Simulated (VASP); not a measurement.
# LiF (Fm-3m) in VASP: a series of runs

Runs on LiF. Level: HSE06. Tasks: single point, relaxation of cell and atoms.

All numbers are computed with VASP 6.6.1; they aren't measurements. Logs are shortened: lines on timing, memory, paths and dates and some standing lists are left out, and cuts for length are marked.

## 1. The cell of the first run

The structure is cubic, space group Fm-3m (No. 225). Conventional cell: a = 4.011 Å, b = 4.011 Å, c = 4.011 Å, α = 90.00°, β = 90.00°, γ = 90.00°. Within 2.7 Å of Li (site symmetry m-3m) lie 6 F at 2.01 Å. F (site symmetry m-3m) has 6 Li at 2.01 Å within 2.7 Å.

## 2. Single point, HSE06

POSCAR

```
LiF
1.0
    0.0000000000      2.0054913999      2.0054913999
    2.0054913999      0.0000000000      2.0054913999
    2.0054913999      2.0054913999      0.0000000000
Li F
1 1
Direct
    0.0000000000      0.0000000000      0.0000000000
    0.5000000000      0.5000000000      0.5000000000
```

INCAR.step1

```
PREC = Accurate ; ENCUT = 520
EDIFF = 1E-5 ; ISMEAR = 0
SIGMA = 0.02 ; LREAL = F
LASPH = T ; NELM = 60
ALGO = Normal ; ISIF = 2
LWAVE = T ; LCHARG = F
GGA = PE ; NBANDS = 12
```

INCAR.step2

```
PREC = Accurate ; ENCUT = 520
EDIFF = 1E-6 ; ISMEAR = 0
SIGMA = 0.02 ; LREAL = F
LASPH = T ; NELM = 60
ALGO = Normal ; ISIF = 2
LWAVE = F ; LCHARG = F
GGA = PE ; LHFCALC = T
HFSCREEN = 0.2079 ; PRECFOCK = Normal
ISTART = 1 ; NBANDS = 12
```

KPOINTS

```
Automatic mesh
0
Gamma
  6 6 6
```

Potentials or basis: VASP PAW PBE potentials, release 64 (Li_sv, F).

Launch:

```console
$ cat potpaw_PBE.64/Li_sv/POTCAR potpaw_PBE.64/F/POTCAR > POTCAR
$ cp INCAR.step1 INCAR
$ mpirun -np 1 vasp_std > vasp.out
$ cp INCAR.step2 INCAR
$ mpirun -np 1 vasp_std > vasp.out
```

OUTCAR:

```text
PREC = Accurate
   ENCUT = 520
   EDIFF = 1E-6
   ISMEAR = 0
   LREAL = F
   LASPH = T
   NELM = 60
   ISIF = 2
   GGA = PE
   LHFCALC = T
   HFSCREEN = 0.2079
   PRECFOCK = Normal
   ISTART = 1

 ion  position               nearest neighbor table
   1  0.000  0.000  0.000-   2 2.01   2 2.01   2 2.01   2 2.01   2 2.01   2 2.01
   2  0.500  0.500  0.500-   1 2.01   1 2.01   1 2.01   1 2.01   1 2.01   1 2.01

  LATTYP: Found a face centered cubic cell.
 ALAT       =     4.0109827998

  Lattice vectors:

 A1 = (   0.0000000000,   2.0054913999,   2.0054913999)
 A2 = (   2.0054913999,   0.0000000000,   2.0054913999)
 A3 = (   2.0054913999,   2.0054913999,   0.0000000000)

Analysis of symmetry for initial positions (statically):
=====================================================================
 Subroutine PRICEL returns:
 Original cell was already a primitive cell.

 Routine SETGRP: Setting up the symmetry group for a
 face centered cubic supercell.

 Subroutine GETGRP returns: Found 48 space group operations
 (whereof 48 operations were pure point group operations)
 out of a pool of 48 trial point group operations.

The static configuration has the point symmetry O_h .

Analysis of symmetry for dynamics (positions and initial velocities):
=====================================================================
 Subroutine PRICEL returns:
 Original cell was already a primitive cell.

 Routine SETGRP: Setting up the symmetry group for a
 face centered cubic supercell.

 Subroutine GETGRP returns: Found 48 space group operations
 (whereof 48 operations were pure point group operations)
 out of a pool of 48 trial point group operations.

The dynamic configuration has the point symmetry O_h .

 Subroutine INISYM returns: Found 48 space group operations
 (whereof 48 operations are pure point group operations),
 and found     1 'primitive' translations

----------------------------------------------------------------------------------------

                                     Primitive cell

  volume of cell :      16.1322

  direct lattice vectors                    reciprocal lattice vectors
     0.000000000  2.005491400  2.005491400    -0.249315455  0.249315455  0.249315455
     2.005491400  0.000000000  2.005491400     0.249315455 -0.249315455  0.249315455
     2.005491400  2.005491400  0.000000000     0.249315455  0.249315455 -0.249315455

  length of vectors
     2.836193137  2.836193137  2.836193137     0.431827034  0.431827034  0.431827034

  position of ions in fractional coordinates (direct lattice)
     0.000000000  0.000000000  0.000000000
     0.500000000  0.500000000  0.500000000

  ion indices of the primitive-cell ions
   primitive index   ion index
                 1           1
                 2           2

----------------------------------------------------------------------------------------

 KPOINTS: Automatic mesh

Automatic generation of k-mesh.
 Grid dimensions read from file:
 generate k-points for:    6    6    6

 Generating k-lattice:

  Cartesian coordinates                     Fractional coordinates (reciprocal lattice)
    -0.041552576  0.041552576  0.041552576     0.166666667  0.000000000  0.000000000
     0.041552576 -0.041552576  0.041552576     0.000000000  0.166666667  0.000000000
     0.041552576  0.041552576 -0.041552576     0.000000000  0.000000000  0.166666667

  Length of vectors
     0.071971172  0.071971172  0.071971172

  Shift w.r.t. Gamma in fractional coordinates (k-lattice)
     0.000000000  0.000000000  0.000000000

 Subroutine IBZKPT returns following result:
 ===========================================

 Found     16 irreducible k-points:

 Following reciprocal coordinates:
            Coordinates               Weight
  0.000000  0.000000  0.000000      1.000000
  0.166667  0.000000  0.000000      8.000000
  0.333333  0.000000  0.000000      8.000000
  0.500000  0.000000  0.000000      4.000000
  0.166667  0.166667  0.000000      6.000000
  0.333333  0.166667  0.000000     24.000000
[... 8 lines left out ...]
 -0.333333  0.333333  0.166667     24.000000
 -0.333333  0.500000  0.166667     12.000000
   k-points           NKPTS =     16   k-points in BZ     NKDIM =    216   number of bands    NBANDS=     12
   number of dos      NEDOS =    301   number of ions     NIONS =      2
   total plane-waves  NPLWV =  13824
   dimension x,y,z NGX =    24 NGY =   24 NGZ =   24
   dimension x,y,z NGXF=    48 NGYF=   48 NGZF=   48
   ions per type =               1   1
   NGX,Y,Z   is equivalent  to a cutoff of  14.07, 14.07, 14.07 a.u.
   NGXF,Y,Z  is equivalent  to a cutoff of  28.14, 28.14, 28.14 a.u.
 SYSTEM =  unknown system
   PREC   = accura    normal or accurate (medium, high low for compatibility)
   ISTART =      1    job   : 0-new  1-cont  2-samecut
   ICHARG =      0    charge: 1-file 2-atom 10-const
   ISPIN  =      1    spin polarized calculation?
   LNONCOLLINEAR =      F non collinear calculations
   LSORBIT =      F    spin-orbit coupling
   LASPH  =      T    aspherical Exc in radial PAW
   ENCUT  =  520.0 eV  38.22 Ry    6.18 a.u.   5.27  5.27  5.27*2*pi/ulx,y,z
   NELM   =     60;   NELMIN=  2; NELMDL=  0     # of ELM steps
   EDIFF  = 0.1E-05   stopping-criterion for ELM
   LREAL  =      F    real-space projection
   EDIFFG = 0.1E-04   stopping-criterion for IOM
   NSW    =      0    number of steps for IOM
   IBRION =     -1    ionic relax: 0-MD 1-quasi-New 2-CG
   NFREE  =      0    steps in history (QN), initial steepest desc. (CG)
   ISIF   =      2    stress and relaxation
   ISYM   =      3    0-nonsym 1-usesym 2-fastsym
   POTIM  = 0.5000    time-step for ionic-motion
   TEBEG  =    0.0;   TEEND  =   0.0 temperature during run
   PSTRESS=    0.0 pullay stress
   NELECT =      10.0000    total number of electrons
   NUPDOWN=      -1.0000    fix difference up-down
   EMIN   =  10.00;   EMAX   =-10.00  energy-range for DOS
   EFERMI =   0.00;   METHOD = LEGACY
   ISMEAR =     0;   SIGMA  =   0.02  broadening in eV -4-tet -1-fermi 0-gaus
   EFERMI_NEDOS =   21; number of points for ismear=-14 and -15
   IALGO  =     38    algorithm
   IMIX   =      1    mixing-type and parameters
     AMIX     =   0.40;   BMIX     =  1.00
     AMIX_MAG =   1.60;   BMIX_MAG =  1.00
  volume/ion in A,a.u.               =       8.07        54.43
  Fermi-wavevector in a.u.,A,eV,Ry     =   1.395867  2.637806 26.510198  1.948445
  Thomas-Fermi vector in A             =   2.519277
   LORBIT       =      0    0 simple, 1 ext, 2 COOP (PROOUT), +10 PAW based schemes
   GGA     = PE    functional components
   LHFCALC =     T    Hartree Fock is set to
   PRECFOCK=normal    Normal, Fast or Accurate (Low or Medium for compatibility)
   ENCUT4O =  -1.0   cutoff for four orbital integrals eV
   NKREDX  =     1    reduce k-point grid by
   NKREDY  =     1    reduce k-point grid by
   NKREDZ  =     1    reduce k-point grid by
   AEXX    =    0.2500 exact exchange contribution
   HFSCREEN=    0.2079 screening length (either q_TF or 0.3 A-1)
   HFSCREENC=   0.2079 screening length for correlation (either q_TF or 0.3 A-1)
   ENCUTFOCK=  -1.0 apply spherical cutoff to Coloumb kernel
   IVDW    =     0    specifies the selected vdW correction
   LEPSILON=     F    determine dielectric tensor
   LRPA    =     F    only Hartree local field effects (RPA)
 non-spin polarized calculation
 Gauss-broadening in eV      SIGMA  =   0.02
  energy-cutoff  :      520.00
  volume of cell :       16.13
 maximum number of plane-waves:       444
 NGX is ok and might be reduce to    24
  NGX = 16; NGY = 16; NGZ = 16

 number of electron       9.9999994 magnetization

 Free energy of the ion-electron system (eV)
  ---------------------------------------------------
  ext. energy  EPLUGINS =         0.00000000
  ---------------------------------------------------
  free energy    TOTEN  =       -11.38752614 eV

  energy without entropy =      -11.38752614  energy(sigma->0) =      -11.38752614

 E-fermi :  -2.4210     XC(G=0):  -8.2142

 val. band max:       -2.6566902942   @ k =   0.0000   0.0000   0.0000
 cond. band min:       8.8555100787   @ k =   0.0000   0.0000   0.0000
 fundamental gap:     11.5122003728
 Fermi energy:        -2.4209505183

 k-point     1 :       0.0000    0.0000    0.0000
  band No.  band energies     occupation
      1     -45.6006      2.00000
      2     -24.2672      2.00000
      3      -2.6567      2.00000
      4      -2.6567      2.00000
      5      -2.6567      2.00000
      6       8.8555      0.00000
      7      24.1237      0.00000
      8      24.1237      0.00000
      9      24.1237      0.00000
     10      24.3055      0.00000
     11      24.3055      0.00000
     12      24.3055      0.00000

 k-point     2 :       0.1667    0.0000    0.0000
  band No.  band energies     occupation
      1     -45.5850      2.00000
      2     -24.1575      2.00000
      3      -3.4203      2.00000
      4      -2.7225      2.00000
      5      -2.7225      2.00000
      6       9.5915      0.00000
      7      19.4989      0.00000
      8      21.7459      0.00000
      9      21.7459      0.00000
     10      26.0900      0.00000
     11      26.2845      0.00000
     12      26.2845      0.00000

 k-point     3 :       0.3333    0.0000    0.0000
  band No.  band energies     occupation
      1     -45.5534      2.00000
      2     -23.9244      2.00000
      3      -4.7531      2.00000
      4      -2.8486      2.00000
      5      -2.8486      2.00000
      6      10.4688      0.00000
      7      17.1246      0.00000
      8      19.6219      0.00000
      9      19.6219      0.00000
     10      28.4215      0.00000
     11      29.2119      0.00000
     12      29.2119      0.00000

 k-point     4 :       0.5000    0.0000    0.0000
  band No.  band energies     occupation
      1     -45.5377      2.00000
      2     -23.8017      2.00000
      3      -5.3564      2.00000
      4      -2.9090      2.00000
      5      -2.9090      2.00000
      6      10.5187      0.00000
      7      16.9006      0.00000
      8      18.8376      0.00000
      9      18.8376      0.00000
     10      30.6440      0.00000
     11      31.4325      0.00000
     12      31.4325      0.00000

 k-point     5 :       0.1667    0.1667    0.0000
  band No.  band energies     occupation
      1     -45.5800      2.00000
      2     -24.1138      2.00000
      3      -3.3823      2.00000
      4      -2.9334      2.00000
      5      -2.9334      2.00000
      6      10.0017      0.00000
      7      20.3147      0.00000
      8      21.2426      0.00000
      9      21.3510      0.00000
     10      21.3510      0.00000
     11      29.6205      0.00000
     12      29.6205      0.00000
[... 108 lines left out ...]
      1     -45.5206      2.00000
      2     -23.5209      2.00000
      3      -5.8369      2.00000
      4      -3.7293      2.00000
      5      -3.7293      2.00000
      6      14.8699      0.00000
      7      16.1710      0.00000
      8      17.4897      0.00000
      9      20.4414      0.00000
     10      20.4414      0.00000
     11      33.9433      0.00000
     12      38.7484      0.00000

 k-point    14 :       0.5000    0.3333    0.1667
  band No.  band energies     occupation
      1     -45.5341      2.00000
      2     -23.7137      2.00000
      3      -4.8946      2.00000
      4      -3.9868      2.00000
      5      -3.2171      2.00000
      6      12.7039      0.00000
      7      15.8044      0.00000
      8      18.8632      0.00000
      9      19.7782      0.00000
     10      24.5702      0.00000
     11      31.0450      0.00000
     12      34.7992      0.00000

 k-point    15 :      -0.3333    0.3333    0.1667
  band No.  band energies     occupation
      1     -45.5241      2.00000
      2     -23.6133      2.00000
      3      -5.0144      2.00000
      4      -4.4201      2.00000
      5      -3.3364      2.00000
      6      13.4190      0.00000
      7      15.3556      0.00000
      8      18.5915      0.00000
      9      19.3668      0.00000
     10      27.3373      0.00000
     11      28.1728      0.00000
     12      35.9307      0.00000

 k-point    16 :      -0.3333    0.5000    0.1667
  band No.  band energies     occupation
      1     -45.5198      2.00000
      2     -23.5414      2.00000
      3      -5.3631      2.00000
      4      -4.3154      2.00000
      5      -3.5739      2.00000
      6      14.8930      0.00000
      7      15.3168      0.00000
      8      17.4616      0.00000
      9      19.6554      0.00000
     10      24.0502      0.00000
     11      31.7652      0.00000
     12      34.4650      0.00000

------------------------ aborting loop because EDIFF is reached ----------------------------------------

  FORCE on cell =-STRESS in cart. coord.  units (eV):
  Direction    XX          YY          ZZ          XY          YZ          ZX
  --------------------------------------------------------------------------------------
  -------------------------------------------------------------------------------------
  Total       -0.0123491     -0.0123491     -0.0123491      0.0000000      0.0000000      0.0000000
  in kB       -1.2264576     -1.2264576     -1.2264576      0.0000000      0.0000000      0.0000000
  external PRESSURE =      -1.2264576 kB  Pullay stress =       0.0000000 kB

 VOLUME and BASIS-vectors are now :
 -----------------------------------------------------------------------------
  energy-cutoff  :      520.00
  volume of cell :       16.13
      direct lattice vectors                 reciprocal lattice vectors
     0.000000000  2.005491400  2.005491400    -0.249315455  0.249315455  0.249315455
     2.005491400  0.000000000  2.005491400     0.249315455 -0.249315455  0.249315455
     2.005491400  2.005491400  0.000000000     0.249315455  0.249315455 -0.249315455

 POSITION                                       TOTAL-FORCE (eV/Angst)
 -----------------------------------------------------------------------------------
      0.00000      0.00000      0.00000         0.000000     -0.000000      0.000000
      2.00549      2.00549      2.00549        -0.000000      0.000000     -0.000000
 -----------------------------------------------------------------------------------
    total drift:                               -0.000000     -0.000000     -0.000000

  FREE ENERGIE OF THE ION-ELECTRON SYSTEM (eV)
  ---------------------------------------------------
  free  energy   TOTEN  =       -11.3875261449 eV

  energy  without entropy=      -11.3875261449  energy(sigma->0) =      -11.38752614
```

Wall time 2.1 min (1 thread of Intel Xeon Platinum 8488C (Sapphire Rapids), shared host); peak memory 0.23 GiB.

Results:

```yaml
Free_energy: -11.3875 eV
Band_gap_on_the_k_mesh: 11.51 eV
```

Levels at points of the mesh, in eV from the valence-band top:
```csv
k point,band 3,band 4,band 5,band 6,band 7,band 8
"(0.00, 0.00, 0.00)",0.00,0.00,0.00,11.51,26.78,26.78
"(0.50, 0.00, 0.00)",-2.70,-0.25,-0.25,13.18,19.56,21.49
"(0.50, 0.50, 0.00)",-3.18,-1.07,-1.07,17.53,18.83,20.15
```

Caveat: the k points lie up to 0.45 Å⁻¹ apart; the cutoff is under 1.25 times the usual one of these potentials, so pressure, stress and relaxed cells hold a basis-set (Pulay) error; the PAW data sets were made with another functional, which shifts forces and pressure a little.

[end of part 1 of 2]
